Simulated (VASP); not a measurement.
Write the native input for VASP 6.6.1 that does the following.

- Task: single point
- Functional: r2SCAN
- Potentials or basis: VASP PAW PBE potentials, release 64 (Ag)
- Cutoff: 520 eV
- k mesh: 19 × 19 × 19
- Occupations: fermi-dirac, width 0.1 eV
- Spin: no spin polarisation
- Dipole correction: no
- Further INCAR settings: ALGO = Normal; EDIFF = 1e-07; NBANDS = 12

Crystal: Ag.

```xyz
1
Lattice="0.0000 2.0519 2.0519 2.0519 0.0000 2.0519 2.0519 2.0519 0.0000" Properties=species:S:1:pos:R:3 pbc="T T T"
Ag    0.0000    0.0000    0.0000
```

These files were run (other wordings do the same):

POSCAR

```
Ag
1.0
    0.0000000000      2.0519023311      2.0519023311
    2.0519023311      0.0000000000      2.0519023311
    2.0519023311      2.0519023311      0.0000000000
Ag
1
Direct
    0.0000000000      0.0000000000      0.0000000000
```

INCAR.step1

```
SYSTEM = Ag
PREC     = Accurate       ! precision mode
ENCUT    = 520            ! plane-wave cutoff, eV
ISMEAR   = -1             ! smearing method
SIGMA    = 0.1            ! smearing width, eV
LREAL    = .FALSE.        ! projectors in reciprocal space
LASPH    = .TRUE.         ! aspherical terms in the spheres
NELM     = 100            ! most SCF steps
NBANDS   = 12             ! bands
GGA      = PE             ! functional
ALGO     = Normal         ! electronic algorithm
EDIFF    = 1E-4           ! SCF threshold, eV
LWAVE    = .TRUE.         ! write WAVECAR
LCHARG   = .FALSE.        ! write CHGCAR
```

INCAR.step2

```
SYSTEM = Ag
PREC     = Accurate       ! precision mode
ENCUT    = 520            ! plane-wave cutoff, eV
EDIFF    = 1E-7           ! SCF threshold, eV
ISMEAR   = -1             ! smearing method
SIGMA    = 0.1            ! smearing width, eV
LREAL    = .FALSE.        ! projectors in reciprocal space
LASPH    = .TRUE.         ! aspherical terms in the spheres
NELM     = 100            ! most SCF steps
ALGO     = Normal         ! electronic algorithm
ISIF     = 2              ! what is computed and relaxed
LWAVE    = .FALSE.        ! write WAVECAR
LCHARG   = .FALSE.        ! write CHGCAR
METAGGA  = R2SCAN         ! meta-GGA
LMIXTAU  = .TRUE.       
NBANDS   = 12             ! bands
ISTART   = 1
```

KPOINTS

```
Automatic mesh
0
G
  19 19 19
  0 0 0
```

Potentials or basis: VASP PAW PBE potentials, release 64 (Ag).

The run is started by

```sh
$ cat potpaw_PBE.64/Ag/POTCAR > POTCAR
$ cp INCAR.step1 INCAR
$ mpirun -np 1 vasp_std > vasp.out
$ cp INCAR.step2 INCAR
$ mpirun -np 1 vasp_std > vasp.out
```

Results of the run:

- Pressure: 0.2 GPa

Caveat: the PAW data sets were made with another functional, which shifts forces and pressure a little.

It took 7.7 min on 1 thread of AMD EPYC 7571 (shared host), peak memory 0.15 GiB.
